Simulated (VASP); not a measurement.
# Al: single point with r2SCAN

Al:

```
CELL_PARAMETERS angstrom
4.54281 0.00000 0.00000
-2.27140 3.93419 0.00000
0.00000 0.00000 2.76901
ATOMIC_POSITIONS crystal
Al 0.00000 0.00000 0.00000
Al 0.33333 0.66667 0.50000
Al 0.66667 0.33333 0.50000
```

```yaml
Program: VASP 6.6.1
Task: single point
Functional: r2SCAN
Potentials_or_basis: VASP PAW PBE potentials, release 64 (Al)
Cutoff: 520 eV
k_mesh: 6 × 6 × 6
Occupations: gaussian, width 0.1 eV
Spin: no spin polarisation
Dipole_correction: no
Further_INCAR_settings: ALGO = Normal; EDIFF = 1e-06; NBANDS = 12
```

- Pressure: -0.3 GPa

Levels at points of the mesh, in eV from the Fermi level:
| k point | band 1 | band 2 | band 3 | band 4 | band 5 | band 6 | band 7 | band 8 |
| --- | --- | --- | --- | --- | --- | --- | --- | --- |
| (0.00, 0.00, 0.00) | -11.83 | -2.39 | -2.39 | -2.29 | -2.29 | -1.12 | -1.01 | 7.34 |
| (0.50, 0.00, 0.00) | -9.32 | -9.30 | -4.71 | -4.00 | 4.65 | 4.90 | 5.37 | 5.46 |
| (0.00, 0.00, 0.50) | -7.02 | -6.54 | 1.58 | 1.58 | 2.19 | 2.26 | 2.26 | 2.82 |
| (0.50, 0.00, 0.50) | -4.82 | -4.32 | -4.32 | -3.86 | -0.43 | 0.65 | 0.93 | 0.98 |

It took 50 s on 1 thread of Intel(R) Xeon(R) Platinum 8488C (Sapphire Rapids) (shared host), peak memory 0.17 GiB.

Caveat: the k points lie up to 0.38 Å⁻¹ apart; the PAW data sets were made with another functional, which shifts forces and pressure a little.
